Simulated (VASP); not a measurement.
# ZrS (I4mm) in VASP: notebook

The runs below take ZrS through single point, with PBEsol.

Everything below comes from runs of VASP 6.6.1. Logs are shortened: lines on timing, memory, paths and dates and some standing lists are left out, and cuts for length are marked.

## Step 1: The cell of the first run

The structure is tetragonal, space group I4mm (No. 107). Conventional cell: a = 3.710 Å, b = 3.710 Å, c = 5.247 Å, α = 90.00°, β = 90.00°, γ = 90.00°. Zr (site symmetry 4mm) has 1 S at 1.52 Å within 2.0 Å. S (site symmetry 4mm) has 1 Zr at 1.52 Å within 2.0 Å.

## Step 2: Single point, PBEsol (shortest bond scaled by 0.58)

The input, INCAR:

```
SYSTEM = ZrS
PREC     = Accurate       ! precision mode
ENCUT    = 520            ! plane-wave cutoff, eV
EDIFF    = 1E-6           ! SCF threshold, eV
ISMEAR   = -1             ! smearing method
SIGMA    = 0.05           ! smearing width, eV
LREAL    = .False.        ! projectors in reciprocal space
LASPH    = .True.         ! aspherical terms in the spheres
NELM     = 80             ! most SCF steps
ALGO     = Normal         ! electronic algorithm
ISIF     = 2              ! what is computed and relaxed
LWAVE    = .False.        ! write WAVECAR
LCHARG   = .False.        ! write CHGCAR
GGA      = PS             ! functional
NBANDS   = 16             ! bands
```

The input, KPOINTS:

```
Automatic mesh
0
Gamma
  10 10 10
  0 0 0
```

The input, POSCAR:

```
ZrS
1.0
    0.0000000000      2.6235080000      2.6235080000
    2.6235080000      0.0000000000      2.6235080000
    2.6235080000      2.6235080000      0.0000000000
Zr S
1 1
Direct
   -0.1050000000     -0.1050000000      0.1050000000
    0.6050000000      0.6050000000      0.3950000000
```

Potentials or basis: VASP PAW PBE potentials, release 64 (Zr_sv, S).

The run is started by

```bash
> cat potpaw_PBE.64/Zr_sv/POTCAR potpaw_PBE.64/S/POTCAR > POTCAR
> mpirun -np 1 vasp_std > vasp.out
```

OUTCAR:

```text
SYSTEM = ZrS
   PREC = Accurate
   ENCUT = 520
   EDIFF = 1E-6
   ISMEAR = -1
   LREAL = .False.
   LASPH = .True.
   NELM = 80
   ISIF = 2
   GGA = PS

 ion  position               nearest neighbor table
   1  0.895  0.895  0.105-   2 1.52   2 2.85   2 2.85   2 2.85   2 2.85
   2  0.605  0.605  0.395-   1 1.52   1 2.85   1 2.85   1 2.85   1 2.85

 -----------------------------------------------------------------------------
|                                                                             |
|           W    W    AA    RRRRR   N    N  II  N    N   GGGG   !!!           |
|           W    W   A  A   R    R  NN   N  II  NN   N  G    G  !!!           |
|           W    W  A    A  R    R  N N  N  II  N N  N  G       !!!           |
|           W WW W  AAAAAA  RRRRR   N  N N  II  N  N N  G  GGG   !            |
|           WW  WW  A    A  R   R   N   NN  II  N   NN  G    G                |
|           W    W  A    A  R    R  N    N  II  N    N   GGGG   !!!           |
|                                                                             |
|     The distance between some ions is very small. Please check the          |
|     nearest-neighbor list in the OUTCAR file.                               |
|     I HOPE YOU KNOW WHAT YOU ARE DOING!                                     |
|                                                                             |
 -----------------------------------------------------------------------------

  LATTYP: Found a face centered cubic cell.
 ALAT       =     5.2470160000

  Lattice vectors:

 A1 = (   0.0000000000,   2.6235080000,   2.6235080000)
 A2 = (   2.6235080000,   0.0000000000,   2.6235080000)
 A3 = (   2.6235080000,   2.6235080000,   0.0000000000)

Analysis of symmetry for initial positions (statically):
=====================================================================
 Subroutine PRICEL returns:
 Original cell was already a primitive cell.

 Routine SETGRP: Setting up the symmetry group for a
 face centered cubic supercell.

 Subroutine GETGRP returns: Found  8 space group operations
 (whereof  8 operations were pure point group operations)
 out of a pool of 48 trial point group operations.

The static configuration has the point symmetry C_4v.

Analysis of symmetry for dynamics (positions and initial velocities):
=====================================================================
 Subroutine PRICEL returns:
 Original cell was already a primitive cell.

 Routine SETGRP: Setting up the symmetry group for a
 face centered cubic supercell.

 Subroutine GETGRP returns: Found  8 space group operations
 (whereof  8 operations were pure point group operations)
 out of a pool of 48 trial point group operations.

The dynamic configuration has the point symmetry C_4v.

 Subroutine INISYM returns: Found  8 space group operations
 (whereof  8 operations are pure point group operations),
 and found     1 'primitive' translations

----------------------------------------------------------------------------------------

                                     Primitive cell

  volume of cell :      36.1141

  direct lattice vectors                    reciprocal lattice vectors
     0.000000000  2.623508000  2.623508000    -0.190584515  0.190584515  0.190584515
     2.623508000  0.000000000  2.623508000     0.190584515 -0.190584515  0.190584515
     2.623508000  2.623508000  0.000000000     0.190584515  0.190584515 -0.190584515

  length of vectors
     3.710200595  3.710200595  3.710200595     0.330102063  0.330102063  0.330102063

  position of ions in fractional coordinates (direct lattice)
     0.895000000  0.895000000  0.105000000
     0.605000000  0.605000000  0.395000000

  ion indices of the primitive-cell ions
   primitive index   ion index
                 1           1
                 2           2

----------------------------------------------------------------------------------------

 KPOINTS: Automatic mesh

Automatic generation of k-mesh.
 Grid dimensions read from file:
 generate k-points for:   10   10   10

 Generating k-lattice:

  Cartesian coordinates                     Fractional coordinates (reciprocal lattice)
    -0.019058452  0.019058452  0.019058452     0.100000000  0.000000000  0.000000000
     0.019058452 -0.019058452  0.019058452     0.000000000  0.100000000  0.000000000
     0.019058452  0.019058452 -0.019058452     0.000000000  0.000000000  0.100000000

  Length of vectors
     0.033010206  0.033010206  0.033010206

  Shift w.r.t. Gamma in fractional coordinates (k-lattice)
     0.000000000  0.000000000  0.000000000

 Subroutine IBZKPT returns following result:
 ===========================================

 Found    102 irreducible k-points:

 Following reciprocal coordinates:
            Coordinates               Weight
  0.000000  0.000000  0.000000      1.000000
  0.100000  0.000000  0.000000      8.000000
  0.200000  0.000000  0.000000      8.000000
  0.300000  0.000000  0.000000      8.000000
  0.400000  0.000000  0.000000      8.000000
  0.500000  0.000000  0.000000      4.000000
[... 16 lines left out ...]
 -0.100000  0.100000  0.000000      4.000000
  0.000000 -0.100000  0.100000      8.000000
 [... further k-points ...]
   k-points           NKPTS =    102   k-points in BZ     NKDIM =    102   number of bands    NBANDS=     16
   number of dos      NEDOS =    301   number of ions     NIONS =      2
   total plane-waves  NPLWV =  21952
   dimension x,y,z NGX =    28 NGY =   28 NGZ =   28
   dimension x,y,z NGXF=    56 NGYF=   56 NGZF=   56
   ions per type =               1   1
   NGX,Y,Z   is equivalent  to a cutoff of  12.55, 12.55, 12.55 a.u.
   NGXF,Y,Z  is equivalent  to a cutoff of  25.09, 25.09, 25.09 a.u.
 SYSTEM =  ZrS
   PREC   = accura    normal or accurate (medium, high low for compatibility)
   ISTART =      0    job   : 0-new  1-cont  2-samecut
   ICHARG =      2    charge: 1-file 2-atom 10-const
   ISPIN  =      1    spin polarized calculation?
   LNONCOLLINEAR =      F non collinear calculations
   LSORBIT =      F    spin-orbit coupling
   LASPH  =      T    aspherical Exc in radial PAW
   ENCUT  =  520.0 eV  38.22 Ry    6.18 a.u.   6.90  6.90  6.90*2*pi/ulx,y,z
   NELM   =     80;   NELMIN=  2; NELMDL= -5     # of ELM steps
   EDIFF  = 0.1E-05   stopping-criterion for ELM
   LREAL  =      F    real-space projection
   EDIFFG = 0.1E-04   stopping-criterion for IOM
   NSW    =      0    number of steps for IOM
   IBRION =     -1    ionic relax: 0-MD 1-quasi-New 2-CG
   NFREE  =      0    steps in history (QN), initial steepest desc. (CG)
   ISIF   =      2    stress and relaxation
   ISYM   =      2    0-nonsym 1-usesym 2-fastsym
   POTIM  = 0.5000    time-step for ionic-motion
   TEBEG  =    0.0;   TEEND  =   0.0 temperature during run
   PSTRESS=    0.0 pullay stress
   NELECT =      18.0000    total number of electrons
   NUPDOWN=      -1.0000    fix difference up-down
   EMIN   =  10.00;   EMAX   =-10.00  energy-range for DOS
   EFERMI =   0.00;   METHOD = LEGACY
   ISMEAR =    -1;   SIGMA  =   0.05  broadening in eV -4-tet -1-fermi 0-gaus
   EFERMI_NEDOS =   21; number of points for ismear=-14 and -15
   IALGO  =     38    algorithm
   IMIX   =      4    mixing-type and parameters
     AMIX     =   0.40;   BMIX     =  1.00
     AMIX_MAG =   1.60;   BMIX_MAG =  1.00
  volume/ion in A,a.u.               =      18.06       121.86
  Fermi-wavevector in a.u.,A,eV,Ry     =   1.297996  2.452856 22.923000  1.684793
  Thomas-Fermi vector in A             =   2.429352
   LORBIT       =      0    0 simple, 1 ext, 2 COOP (PROOUT), +10 PAW based schemes
   GGA     = PS    functional components
   LHFCALC =     F    Hartree Fock is set to
   AEXX    =    0.0000 exact exchange contribution
   IVDW    =     0    specifies the selected vdW correction
   LEPSILON=     F    determine dielectric tensor
   LRPA    =     F    only Hartree local field effects (RPA)
 non-spin polarized calculation
  energy-cutoff  :      520.00
  volume of cell :       36.11
 maximum number of plane-waves:       990
   NGX = 13   NGY = 13   NGZ = 13

 number of electron      18.0000001 magnetization

 Free energy of the ion-electron system (eV)
  ---------------------------------------------------
  ext. energy  EPLUGINS =         0.00000000
  ---------------------------------------------------
  free energy    TOTEN  =         0.34934982 eV

  energy without entropy =        0.36311594  energy(sigma->0) =        0.35623288

 E-fermi :   9.5068     XC(G=0): -11.1007

 val. band max:        9.4957597989   @ k =   0.0000   0.5000   0.5000
 cond. band min:       9.5135517159   @ k =  -0.1000   0.1000   0.0000
 fundamental gap:      0.0177919171
 Fermi energy:         9.5067884258

 k-point     1 :       0.0000    0.0000    0.0000
  band No.  band energies     occupation
      1     -40.0388      2.00000
      2     -20.3994      2.00000
      3     -17.1671      2.00000
      4     -17.1671      2.00000
      5      -4.4655      2.00000
      6       2.7856      2.00000
[... 8 lines left out ...]
     15      16.2392      0.00000
     16      22.7570      0.00000

 k-point     2 :       0.1000    0.0000    0.0000
  band No.  band energies     occupation
      1     -40.0359      2.00000
      2     -20.4152      2.00000
      3     -17.1908      2.00000
      4     -17.1735      2.00000
      5      -4.3417      2.00000
      6       2.7257      2.00000
[... 8 lines left out ...]
     15      16.3923      0.00000
     16      21.6052      0.00000

 k-point     3 :       0.2000    0.0000    0.0000
  band No.  band energies     occupation
      1     -40.0285      2.00000
      2     -20.4570      2.00000
      3     -17.2508      2.00000
      4     -17.1901      2.00000
      5      -4.0124      2.00000
      6       2.5587      2.00000
[... 8 lines left out ...]
     15      16.4095      0.00000
     16      20.0103      0.00000

 k-point     4 :       0.3000    0.0000    0.0000
  band No.  band energies     occupation
      1     -40.0194      2.00000
      2     -20.5092      2.00000
      3     -17.3215      2.00000
      4     -17.2105      2.00000
      5      -3.5937      2.00000
      6       2.3350      2.00000
[... 8 lines left out ...]
     15      17.4308      0.00000
     16      19.4076      0.00000

 k-point     5 :       0.4000    0.0000    0.0000
  band No.  band energies     occupation
      1     -40.0119      2.00000
      2     -20.5517      2.00000
      3     -17.3758      2.00000
      4     -17.2269      2.00000
      5      -3.2440      2.00000
      6       2.1423      2.00000
[... 8 lines left out ...]
     15      18.2251      0.00000
     16      19.8614      0.00000

 k-point     6 :       0.5000    0.0000    0.0000
  band No.  band energies     occupation
      1     -40.0091      2.00000
      2     -20.5680      2.00000
      3     -17.3960      2.00000
      4     -17.2331      2.00000
      5      -3.1075      2.00000
      6       2.0661      2.00000
[... 8 lines left out ...]
     15      18.5796      0.00000
     16      20.2010      0.00000
[... 267 lines left out ...]
 k-point    21 :      -0.2000    0.1000    0.0000
  band No.  band energies     occupation
      1     -40.0242      2.00000
      2     -20.4666      2.00000
      3     -17.3093      2.00000
      4     -17.1930      2.00000
      5      -3.8288      2.00000
      6       2.2681      2.00000
[... 8 lines left out ...]
     15      16.5393      0.00000
     16      19.9375      0.00000

 k-point    22 :       0.0000   -0.2000    0.1000
  band No.  band energies     occupation
      1     -40.0233      2.00000
      2     -20.4932      2.00000
      3     -17.2684      2.00000
      4     -17.2170      2.00000
      5      -3.7825      2.00000
      6       2.6511      2.00000
[... 8 lines left out ...]
     15      16.9579      0.00000
     16      19.5548      0.00000

 k-point    23 :      -0.1000    0.1000    0.0000
  band No.  band energies     occupation
      1     -40.0320      2.00000
      2     -20.4271      2.00000
      3     -17.2400      2.00000
      4     -17.1773      2.00000
      5      -4.1729      2.00000
      6       2.4827      2.00000
[... 8 lines left out ...]
     15      16.1032      0.00000
     16      21.0880      0.00000

 k-point    24 :       0.0000   -0.1000    0.1000
  band No.  band energies     occupation
      1     -40.0314      2.00000
      2     -20.4458      2.00000
      3     -17.2138      2.00000
      4     -17.1922      2.00000
      5      -4.1408      2.00000
      6       2.7647      2.00000
[... 8 lines left out ...]
     15      16.5986      0.00000
     16      20.5308      0.00000

 [... further k-points ...]

------------------------ aborting loop because EDIFF is reached ----------------------------------------

  FORCE on cell =-STRESS in cart. coord.  units (eV):
  Direction    XX          YY          ZZ          XY          YZ          ZX
  --------------------------------------------------------------------------------------
  -------------------------------------------------------------------------------------
  Total       -1.7808367     -1.7808367     91.5759333      0.0000000      0.0000000     -0.0000000
  in kB      -79.0055308    -79.0055308   4062.7000707      0.0000000      0.0000000     -0.0000000
  external PRESSURE =    1301.5630031 kB  Pullay stress =       0.0000000 kB

 VOLUME and BASIS-vectors are now :
 -----------------------------------------------------------------------------
  energy-cutoff  :      520.00
  volume of cell :       36.11
      direct lattice vectors                 reciprocal lattice vectors
     0.000000000  2.623508000  2.623508000    -0.190584515  0.190584515  0.190584515
     2.623508000  0.000000000  2.623508000     0.190584515 -0.190584515  0.190584515
     2.623508000  2.623508000  0.000000000     0.190584515  0.190584515 -0.190584515

 POSITION                                       TOTAL-FORCE (eV/Angst)
 -----------------------------------------------------------------------------------
      2.62351      2.62351      4.69608         0.000000      0.000000     60.472653
      2.62351      2.62351      3.17444         0.000000      0.000000    -60.472653
 -----------------------------------------------------------------------------------
    total drift:                               -0.000001     -0.000001      0.000562

  FREE ENERGIE OF THE ION-ELECTRON SYSTEM (eV)
  ---------------------------------------------------
  free  energy   TOTEN  =         0.3493498208 eV

  energy  without entropy=        0.3631159355  energy(sigma->0) =        0.35623288
```

It took 22 s on 1 thread of Intel Xeon 6975P-C (Granite Rapids), shared host; peak memory 0.19 GiB.

What came out:

- Free energy: 0.3493 eV
- Pressure: 130.2 GPa
- Largest force: 60.473 eV/Å
- Band gap on the k mesh: zero (band 9 reaches 11.20 eV, above the bottom of band 10 at 8.55 eV)

Forces on the atoms (eV/Å):
```
Zr    0.000   0.000  60.473
S     0.000   0.000 -60.473
```

Stress tensor (GPa, compression positive):
```
 -7.90   0.00   0.00
  0.00  -7.90   0.00
  0.00   0.00 406.27
```

Caveat: the cell differs from its parent crystal (shortest bond scaled by 0.58); the PAW data sets were made with another functional, which shifts forces and pressure a little.

## Step 3: Single point, PBEsol (shortest bond scaled by 0.58)

The input, INCAR:

```
ALGO = Normal
EDIFF = 1E-7
ENCUT = 520
GGA = PS
ISIF = 2
ISMEAR = -1
LASPH = True
LCHARG = True
LELF = True
LREAL = False
LVHAR = True
LWAVE = False
NBANDS = 16
NELM = 60
PREC = Accurate
SIGMA = 0.05
```

The input, KPOINTS:

```
k-points
0
Gamma
  10 10 10
```

POSCAR is that of step 2.

Potentials or basis: VASP PAW PBE potentials, release 64 (Zr_sv, S).

The run is started by

```bash
> cat potpaw_PBE.64/Zr_sv/POTCAR potpaw_PBE.64/S/POTCAR > POTCAR
> mpirun -np 1 vasp_std > vasp.out
```

Wall time 24 s (1 thread of Intel Xeon 6975P-C (Granite Rapids), shared host); peak memory 0.19 GiB.

It converged, with:

```yaml
Free_energy: 0.3493 eV
Pressure: 130.1 GPa
Largest_force: 60.473 eV/Å
Band_gap_on_the_k_mesh: zero (band 9 reaches 11.20 eV, above the bottom of band 10 at 8.55 eV)
```

Forces on the atoms (eV/Å):
```
Zr    0.000   0.000  60.473
S     0.000   0.000 -60.473
```

Stress tensor (GPa, compression positive):
```
 -7.91   0.00   0.00
  0.00  -7.91   0.00
  0.00   0.00 406.26
```

Levels at points of the mesh, in eV from the Fermi level:
```tsv
k point	band 6	band 7	band 8	band 9	band 10	band 11	band 12	band 13
(0.00, 0.00, 0.00)	-6.72	-6.72	-2.85	0.47	0.71	1.06	4.07	4.07
(0.50, 0.00, 0.00)	-7.44	-6.09	-3.03	-0.54	1.02	1.79	2.99	3.49
(0.50, 0.50, 0.00)	-4.75	-4.75	-3.11	-2.57	-0.72	1.34	1.34	2.90
(0.00, 0.50, 0.50)	-8.00	-5.76	-1.69	-0.01	0.37	2.74	3.17	3.18
```

Caveat: the cell differs from its parent crystal (shortest bond scaled by 0.58); the PAW data sets were made with another functional, which shifts forces and pressure a little.
